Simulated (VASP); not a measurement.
# Ge2Sb2Te5 (P-3m1) in VASP: a series of runs

The runs below take Ge2Sb2Te5 through single point, relaxation of cell and atoms, with BLYP, revPBE, PBE.

Program: VASP 6.6.1. These are calculated values, not measurements. Logs are shortened: lines on timing, memory, paths and dates and some standing lists are left out, and cuts for length are marked.

## 1. The cell of the first run

Symmetry: P-3m1, No. 164, trigonal system. The conventional cell has a = 4.294 Å, b = 4.294 Å, c = 17.101 Å, α = 90.00°, β = 90.00°, γ = 120.00°. Within 4.0 Å of Te (site symmetry 3m) lie 3 Sb at 3.01 Å and 3 Te at 3.70 Å. Within 3.9 Å of Te (site symmetry 3m) lie 3 Ge at 3.00 Å and 3 Sb at 3.20 Å. Te (site symmetry -3m) has 6 Ge at 3.04 Å within 4.0 Å. Within 4.0 Å of Sb (site symmetry 3m) lie 6 Te at 3.01 to 3.20 Å. Within 3.9 Å of Ge (site symmetry 3m) lie 6 Te at 3.00 to 3.04 Å.

## 2. Single point, BLYP

Contents of INCAR:

```
PREC     = Accurate       # precision mode
ENCUT    = 520            # plane-wave cutoff, eV
EDIFF    = 1E-7           # SCF threshold, eV
ISMEAR   = -1             # smearing method
SIGMA    = 0.05           # smearing width, eV
LREAL    = False          # projectors in reciprocal space
LASPH    = True           # aspherical terms in the spheres
NELM     = 80             # most SCF steps
ALGO     = Normal         # electronic algorithm
ISIF     = 2              # what is computed and relaxed
LWAVE    = False          # write WAVECAR
LCHARG   = False          # write CHGCAR
GGA      = B5             # functional
ALDAX    = 1.0          
AGGAX    = 1.0          
AGGAC    = 1.0          
ALDAC    = 0.0          
NBANDS   = 44             # bands
```

Contents of KPOINTS:

```
Automatic mesh
0
Gamma
  7 7 2
```

Contents of POSCAR:

```
Ge2Sb2Te5
1.0
    4.2940644248      0.0000000000      0.0000000000
   -2.1470322124      3.7187688774      0.0000000000
    0.0000000000      0.0000000000     17.1013460000
Te Sb Ge
5 2 2
Direct
    0.6666666667      0.3333333333      0.4198920000
    0.3333333333      0.6666666667      0.5801080000
    0.3333333333      0.6666666667      0.2015420000
    0.6666666667      0.3333333333      0.7984580000
    0.0000000000      0.0000000000      0.0000000000
    0.0000000000      0.0000000000      0.3200680000
    0.0000000000      0.0000000000      0.6799320000
    0.6666666667      0.3333333333      0.1028950000
    0.3333333333      0.6666666667      0.8971050000
```

Potentials or basis: VASP PAW PBE potentials, release 64 (Te, Sb, Ge_d).

The run is started by

```console
$ cat potpaw_PBE.64/Te/POTCAR potpaw_PBE.64/Sb/POTCAR potpaw_PBE.64/Ge_d/POTCAR > POTCAR
$ mpirun -np 1 vasp_std > vasp.out
```

OUTCAR:

```text
PREC = Accurate
   ENCUT = 520
   EDIFF = 1E-7
   ISMEAR = -1
   LREAL = False
   LASPH = True
   NELM = 80
   ISIF = 2
   GGA = B5

 ion  position               nearest neighbor table
   1  0.667  0.333  0.420-   6 3.01   6 3.01   6 3.01
   2  0.333  0.667  0.580-   7 3.01   7 3.01   7 3.01
   3  0.333  0.667  0.202-   8 3.00   8 3.00   8 3.00   6 3.20   6 3.20   6 3.20
   4  0.667  0.333  0.798-   9 3.00   9 3.00   9 3.00   7 3.20   7 3.20   7 3.20
   5  0.000  0.000  0.000-   8 3.04   9 3.04   8 3.04   9 3.04   8 3.04   9 3.04
   6  0.000  0.000  0.320-   1 3.01   1 3.01   1 3.01   3 3.20   3 3.20   3 3.20
   7  0.000  0.000  0.680-   2 3.01   2 3.01   2 3.01   4 3.20   4 3.20   4 3.20
   8  0.667  0.333  0.103-   3 3.00   3 3.00   3 3.00   5 3.04   5 3.04   5 3.04
   9  0.333  0.667  0.897-   4 3.00   4 3.00   4 3.00   5 3.04   5 3.04   5 3.04

  LATTYP: Found a hexagonal cell.
 ALAT       =     4.2940644248
 C/A-ratio  =     3.9825545936

  Lattice vectors:

 A1 = (   4.2940644248,   0.0000000000,   0.0000000000)
 A2 = (  -2.1470322124,   3.7187688774,   0.0000000000)
 A3 = (   0.0000000000,   0.0000000000,  17.1013460000)

Analysis of symmetry for initial positions (statically):
=====================================================================
 Subroutine PRICEL returns:
 Original cell was already a primitive cell.

 Routine SETGRP: Setting up the symmetry group for a
 hexagonal supercell.

 Subroutine GETGRP returns: Found 12 space group operations
 (whereof 12 operations were pure point group operations)
 out of a pool of 24 trial point group operations.

The static configuration has the point symmetry D_3d.

Analysis of symmetry for dynamics (positions and initial velocities):
=====================================================================
 Subroutine PRICEL returns:
 Original cell was already a primitive cell.

 Routine SETGRP: Setting up the symmetry group for a
 hexagonal supercell.

 Subroutine GETGRP returns: Found 12 space group operations
 (whereof 12 operations were pure point group operations)
 out of a pool of 24 trial point group operations.

The dynamic configuration has the point symmetry D_3d.

 Subroutine INISYM returns: Found 12 space group operations
 (whereof 12 operations are pure point group operations),
 and found     1 'primitive' translations

----------------------------------------------------------------------------------------

                                     Primitive cell

  volume of cell :     273.0851

  direct lattice vectors                    reciprocal lattice vectors
     4.294064425  0.000000000  0.000000000     0.232879599  0.134453099  0.000000000
    -2.147032212  3.718768877  0.000000000     0.000000000  0.268906198  0.000000000
     0.000000000  0.000000000 17.101346000     0.000000000  0.000000000  0.058474929

  length of vectors
     4.294064425  4.294064425 17.101346000     0.268906198  0.268906198  0.058474929

  position of ions in fractional coordinates (direct lattice)
     0.666666667  0.333333333  0.419892000
     0.333333333  0.666666667  0.580108000
     0.333333333  0.666666667  0.201542000
     0.666666667  0.333333333  0.798458000
     0.000000000  0.000000000  0.000000000
     0.000000000  0.000000000  0.320068000
     0.000000000  0.000000000  0.679932000
     0.666666667  0.333333333  0.102895000
     0.333333333  0.666666667  0.897105000

  ion indices of the primitive-cell ions
   primitive index   ion index
                 1           1
                 2           2
                 3           3
                 4           4
                 5           5
                 6           6
                 7           7
                 8           8
                 9           9

----------------------------------------------------------------------------------------

 KPOINTS: Automatic mesh

Automatic generation of k-mesh.
 Grid dimensions read from file:
 generate k-points for:    7    7    2

 Generating k-lattice:

  Cartesian coordinates                     Fractional coordinates (reciprocal lattice)
     0.033268514  0.019207586  0.000000000     0.142857143  0.000000000  0.000000000
     0.000000000  0.038415171  0.000000000     0.000000000  0.142857143  0.000000000
     0.000000000  0.000000000  0.029237465     0.000000000  0.000000000  0.500000000

  Length of vectors
     0.038415171  0.038415171  0.029237465

  Shift w.r.t. Gamma in fractional coordinates (k-lattice)
     0.000000000  0.000000000  0.000000000

 Subroutine IBZKPT returns following result:
 ===========================================

 Found     16 irreducible k-points:

 Following reciprocal coordinates:
            Coordinates               Weight
  0.000000  0.000000  0.000000      1.000000
  0.142857  0.000000  0.000000      6.000000
  0.285714  0.000000  0.000000      6.000000
  0.428571 -0.000000  0.000000      6.000000
  0.142857  0.142857  0.000000      6.000000
  0.285714  0.142857  0.000000     12.000000
[... 8 lines left out ...]
  0.428571  0.142857  0.500000      6.000000
  0.285714  0.285714  0.500000      6.000000
   k-points           NKPTS =     16   k-points in BZ     NKDIM =     16   number of bands    NBANDS=     44
   number of dos      NEDOS =    301   number of ions     NIONS =      9
   total plane-waves  NPLWV = 131072
   dimension x,y,z NGX =    32 NGY =   32 NGZ =  128
   dimension x,y,z NGXF=    64 NGYF=   64 NGZF=  256
   ions per type =               5   2   2
   NGX,Y,Z   is equivalent  to a cutoff of  12.39, 12.39, 12.44 a.u.
   NGXF,Y,Z  is equivalent  to a cutoff of  24.78, 24.78, 24.89 a.u.
 SYSTEM =  unknown system
   PREC   = accura    normal or accurate (medium, high low for compatibility)
   ISTART =      0    job   : 0-new  1-cont  2-samecut
   ICHARG =      2    charge: 1-file 2-atom 10-const
   ISPIN  =      1    spin polarized calculation?
   LNONCOLLINEAR =      F non collinear calculations
   LSORBIT =      F    spin-orbit coupling
   LASPH  =      T    aspherical Exc in radial PAW
   ENCUT  =  520.0 eV  38.22 Ry    6.18 a.u.   7.98  7.98 31.80*2*pi/ulx,y,z
   NELM   =     80;   NELMIN=  2; NELMDL= -5     # of ELM steps
   EDIFF  = 0.1E-06   stopping-criterion for ELM
   LREAL  =      F    real-space projection
   EDIFFG = 0.1E-05   stopping-criterion for IOM
   NSW    =      0    number of steps for IOM
   IBRION =     -1    ionic relax: 0-MD 1-quasi-New 2-CG
   NFREE  =      0    steps in history (QN), initial steepest desc. (CG)
   ISIF   =      2    stress and relaxation
   ISYM   =      2    0-nonsym 1-usesym 2-fastsym
   POTIM  = 0.5000    time-step for ionic-motion
   TEBEG  =    0.0;   TEEND  =   0.0 temperature during run
   PSTRESS=    0.0 pullay stress
   NELECT =      68.0000    total number of electrons
   NUPDOWN=      -1.0000    fix difference up-down
   EMIN   =  10.00;   EMAX   =-10.00  energy-range for DOS
   EFERMI =   0.00;   METHOD = LEGACY
   ISMEAR =    -1;   SIGMA  =   0.05  broadening in eV -4-tet -1-fermi 0-gaus
   EFERMI_NEDOS =   21; number of points for ismear=-14 and -15
   IALGO  =     38    algorithm
   IMIX   =      4    mixing-type and parameters
     AMIX     =   0.40;   BMIX     =  1.00
     AMIX_MAG =   1.60;   BMIX_MAG =  1.00
  volume/ion in A,a.u.               =      30.34       204.76
  Fermi-wavevector in a.u.,A,eV,Ry     =   1.029940  1.946304 14.432730  1.060776
  Thomas-Fermi vector in A             =   2.164013
   LORBIT       =      0    0 simple, 1 ext, 2 COOP (PROOUT), +10 PAW based schemes
   GGA     = B5    functional components
   LHFCALC =     F    Hartree Fock is set to
   AEXX    =    0.0000 exact exchange contribution
   IVDW    =     0    specifies the selected vdW correction
   LEPSILON=     F    determine dielectric tensor
   LRPA    =     F    only Hartree local field effects (RPA)
 non-spin polarized calculation
  energy-cutoff  :      520.00
  volume of cell :      273.09
 maximum number of plane-waves:      7382
 NGX is ok and might be reduce to    32
   NGX = 15   NGY = 15   NGZ = 63

 number of electron      67.9999999 magnetization

 Free energy of the ion-electron system (eV)
  ---------------------------------------------------
  ext. energy  EPLUGINS =         0.00000000
  ---------------------------------------------------
  free energy    TOTEN  =       -27.78530123 eV

  energy without entropy =      -27.78431159  energy(sigma->0) =      -27.78480641

 E-fermi :   6.7855     XC(G=0):  -8.7907

 val. band max:        6.6732318612   @ k =   0.0000   0.0000   0.0000
 cond. band min:       6.9407613758   @ k =   0.0000   0.0000   0.0000
 fundamental gap:      0.2675295145
 Fermi energy:         6.7854919831

 k-point     1 :       0.0000    0.0000    0.0000
  band No.  band energies     occupation
      1     -18.2863      2.00000
      2     -18.2863      2.00000
      3     -18.2857      2.00000
      4     -18.2857      2.00000
      5     -18.2790      2.00000
      6     -18.2787      2.00000
[... 36 lines left out ...]
     43       8.3479      0.00000
     44       9.3909      0.00000

 k-point     2 :       0.1429    0.0000    0.0000
  band No.  band energies     occupation
      1     -18.2868      2.00000
      2     -18.2862      2.00000
      3     -18.2860      2.00000
      4     -18.2855      2.00000
      5     -18.2788      2.00000
      6     -18.2786      2.00000
[... 36 lines left out ...]
     43       9.1020      0.00000
     44       9.5871      0.00000

 k-point     3 :       0.2857    0.0000    0.0000
  band No.  band energies     occupation
      1     -18.2879      2.00000
      2     -18.2867      2.00000
      3     -18.2860      2.00000
      4     -18.2851      2.00000
      5     -18.2790      2.00000
      6     -18.2781      2.00000
[... 36 lines left out ...]
     43      10.0949      0.00000
     44      10.2317      0.00000

 k-point     4 :       0.4286   -0.0000    0.0000
  band No.  band energies     occupation
      1     -18.2887      2.00000
      2     -18.2874      2.00000
      3     -18.2859      2.00000
      4     -18.2848      2.00000
      5     -18.2793      2.00000
      6     -18.2783      2.00000
[... 506 lines left out ...]
     43      10.1925      0.00000
     44      10.3349      0.00000

 k-point    15 :       0.4286    0.1429    0.5000
  band No.  band energies     occupation
      1     -18.2885      2.00000
      2     -18.2872      2.00000
      3     -18.2863      2.00000
      4     -18.2851      2.00000
      5     -18.2790      2.00000
      6     -18.2780      2.00000
[... 36 lines left out ...]
     43      10.3878      0.00000
     44      10.6676      0.00000

 k-point    16 :       0.2857    0.2857    0.5000
  band No.  band energies     occupation
      1     -18.2879      2.00000
      2     -18.2871      2.00000
      3     -18.2865      2.00000
      4     -18.2856      2.00000
      5     -18.2782      2.00000
      6     -18.2781      2.00000
[... 36 lines left out ...]
     43      10.2756      0.00000
     44      11.0951      0.00000

------------------------ aborting loop because EDIFF is reached ----------------------------------------

  FORCE on cell =-STRESS in cart. coord.  units (eV):
  Direction    XX          YY          ZZ          XY          YZ          ZX
  --------------------------------------------------------------------------------------
  -------------------------------------------------------------------------------------
  Total        7.7944867      7.7944867      7.6516646     -0.0000000      0.0000000      0.0000000
  in kB       45.7298806     45.7298806     44.8919501     -0.0000000      0.0000000      0.0000000
  external PRESSURE =      45.4505704 kB  Pullay stress =       0.0000000 kB

 VOLUME and BASIS-vectors are now :
 -----------------------------------------------------------------------------
  energy-cutoff  :      520.00
  volume of cell :      273.09
      direct lattice vectors                 reciprocal lattice vectors
     4.294064425  0.000000000  0.000000000     0.232879599  0.134453099  0.000000000
    -2.147032212  3.718768877  0.000000000     0.000000000  0.268906198  0.000000000
     0.000000000  0.000000000 17.101346000     0.000000000  0.000000000  0.058474929

 POSITION                                       TOTAL-FORCE (eV/Angst)
 -----------------------------------------------------------------------------------
      2.14703      1.23959      7.18072        -0.000000      0.000000      0.109493
     -0.00000      2.47918      9.92063        -0.000000     -0.000000     -0.109493
     -0.00000      2.47918      3.44664        -0.000000     -0.000000     -0.037183
      2.14703      1.23959     13.65471        -0.000000      0.000000      0.037183
      0.00000      0.00000      0.00000        -0.000000      0.000000      0.000000
      0.00000      0.00000      5.47359        -0.000000     -0.000000     -0.061478
      0.00000      0.00000     11.62775        -0.000000      0.000000      0.061478
      2.14703      1.23959      1.75964         0.000000      0.000000     -0.098392
     -0.00000      2.47918     15.34170         0.000000      0.000000      0.098392
 -----------------------------------------------------------------------------------
    total drift:                               -0.000000      0.000000     -0.000000

  FREE ENERGIE OF THE ION-ELECTRON SYSTEM (eV)
  ---------------------------------------------------
  free  energy   TOTEN  =       -27.7853012310 eV

  energy  without entropy=      -27.7843115903  energy(sigma->0) =      -27.78480641
```

It took 5.5 min on 1 thread of AMD EPYC 7R13 (Zen 3), shared host; peak memory 0.4 GiB.

What came out:

| Quantity | Value |
| --- | --- |
| Free energy | -27.7853 eV |
| Pressure | 4.5 GPa |
| Largest force | 0.109 eV/Å |
| Band gap on the k mesh | 0.27 eV |

Forces in eV/Å, atoms in the order of the input:
```
Te   0.000  0.000  0.109
Te   0.000  0.000 -0.109
Te   0.000  0.000 -0.037
Te   0.000  0.000  0.037
Te   0.000  0.000  0.000
Sb   0.000  0.000 -0.061
Sb   0.000  0.000  0.061
Ge   0.000  0.000 -0.098
Ge   0.000  0.000  0.098
```

Stress tensor (GPa, compression positive):
```
4.57 0.00 0.00
0.00 4.57 0.00
0.00 0.00 4.49
```

Levels at points of the mesh, in eV from the valence-band top:
```tsv
k point	band 31	band 32	band 33	band 34	band 35	band 36	band 37	band 38
(0.00, 0.00, 0.00)	-1.25	-1.16	-0.84	0.00	0.27	0.27	0.39	0.90
(0.00, 0.00, 0.50)	-1.33	-1.33	-0.71	-0.12	0.50	0.50	0.55	0.55
```

Caveat: the cell stands under pressure; semilocal functionals underestimate gaps, and a narrow one can read as zero; the PAW data sets were made with another functional, which shifts forces and pressure a little; spin-orbit coupling is left out, which moves the levels of the heavy elements.

## 3. Single point, revPBE

This run uses another cell than the first one.

Contents of INCAR:

```
ALGO     = Normal         # electronic algorithm
EDIFF    = 1E-7           # SCF threshold, eV
ENCUT    = 520            # plane-wave cutoff, eV
GGA      = RE             # functional
ISIF     = 2              # what is computed and relaxed
ISMEAR   = -1             # smearing method
LASPH    = T              # aspherical terms in the spheres
LCHARG   = F              # write CHGCAR
LREAL    = F              # projectors in reciprocal space
LWAVE    = F              # write WAVECAR
NBANDS   = 44             # bands
NELM     = 100            # most SCF steps
PREC     = Accurate       # precision mode
SIGMA    = 0.05           # smearing width, eV
```

Contents of KPOINTS:

```
k-points
0
Gamma
  7 7 2
```

Contents of POSCAR:

```
Ge2Sb2Te5
1.0
    4.3219758383      0.0000000000      0.0000000000
   -2.1609879192      3.7429408705      0.0000000000
    0.0000000000      0.0000000000     20.5053323804
Te Sb Ge
5 2 2
Direct
    0.6666666667      0.3333333333      0.3514301034
    0.3333333333      0.6666666667      0.6485698966
    0.3333333333      0.6666666667      0.1683276536
    0.6666666667      0.3333333333      0.8316723464
    0.0000000000      0.0000000000      0.0000000000
    0.0000000000      0.0000000000      0.2685611307
    0.0000000000      0.0000000000      0.7314388693
    0.6666666667      0.3333333333      0.0854413559
    0.3333333333      0.6666666667      0.9145586441
```

Potentials or basis: VASP PAW PBE potentials, release 64 (Te, Sb, Ge_d).

The run is started by

```console
$ cat potpaw_PBE.64/Te/POTCAR potpaw_PBE.64/Sb/POTCAR potpaw_PBE.64/Ge_d/POTCAR > POTCAR
$ mpirun -np 1 vasp_std > vasp.out
```

It took 7.7 min on 1 thread of AMD EPYC 7R13 (Zen 3), shared host; peak memory 0.51 GiB.

Results (log left out):

```yaml
Free_energy: -31.3128 eV
Pressure: 0.0 GPa
Largest_force: 0.024 eV/Å
Band_gap_on_the_k_mesh: 0.83 eV (least direct gap 0.98 eV)
```

Forces in eV/Å, atoms in the order of the input:
```
Te   0.000  0.000  0.011
Te   0.000  0.000 -0.011
Te   0.000  0.000  0.011
Te   0.000  0.000 -0.011
Te   0.000  0.000  0.000
Sb   0.000  0.000 -0.024
Sb   0.000  0.000  0.024
Ge   0.000  0.000  0.003
Ge   0.000  0.000 -0.003
```

Levels at points of the mesh, in eV from the valence-band top:
```tsv
k point	band 31	band 32	band 33	band 34	band 35	band 36	band 37	band 38
(0.00, 0.00, 0.00)	-0.80	-0.63	-0.48	-0.16	0.83	0.91	0.91	1.27
(0.00, 0.00, 0.50)	-0.80	-0.69	-0.41	-0.18	0.83	0.91	0.91	1.27
```

Caveat: the PAW data sets were made with another functional, which shifts forces and pressure a little; spin-orbit coupling is left out, which moves the levels of the heavy elements. A k mesh can miss the band edges.

[end of part 1 of 2]
